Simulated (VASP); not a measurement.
Wanted: the native input for a VASP 6.6.1 run.

```yaml
Task: single point
Functional: PBE
Potentials_or_basis: VASP PAW PBE potentials, release 64 (W_sv)
Cutoff: 520 eV
k_mesh: 20 × 20 × 20
Occupations: gaussian, width 0.15 eV
Spin: no spin polarisation
Dipole_correction: no
Further_INCAR_settings: ALGO = Normal; EDIFF = 1e-07; NBANDS = 13
```

The structure of W lies in POSCAR:

```
W
1.0
   -1.5573675000      1.5573675000      1.5174350000
    1.5573675000     -1.5573675000      1.5174350000
    1.5573675000      1.5573675000     -1.5174350000
W
1
Direct
    0.0000000000      0.0000000000      0.0000000000
```

This cell differs from its parent crystal: strain -0.025 along x and y, -0.050 along z.

The input as run:

INCAR

```
  ALGO = Normal
  EDIFF = 1E-7
  ENCUT = 520
  GGA = PE
  ISIF = 2
  ISMEAR = 0
  LASPH = T
  LCHARG = T
  LELF = T
  LREAL = F
  LVHAR = T
  LWAVE = F
  NBANDS = 13
  NELM = 60
  PREC = Accurate
  SIGMA = 0.15
```

KPOINTS

```
k-points
0
Gamma
  20 20 20
```

Potentials or basis: VASP PAW PBE potentials, release 64 (W_sv).

Command:

```console
$ cat potpaw_PBE.64/W_sv/POTCAR > POTCAR
$ mpirun -np 1 vasp_std > vasp.out
```

Results of the run:

The pressure is 34.7 GPa. The band gap on the k mesh is zero (bands 7 and 8 overlap by 6.97 eV).

Caveat: the cell differs from its parent crystal (strain -0.025 along x and y, -0.050 along z); the stress differs along the axes, from 31 to 42 GPa; spin-orbit coupling is left out, which moves the levels of the heavy elements.

Wall time 50 s on 1 thread of Intel(R) Xeon(R) Platinum 8488C (Sapphire Rapids), with other jobs on the host, peak memory 0.22 GiB.
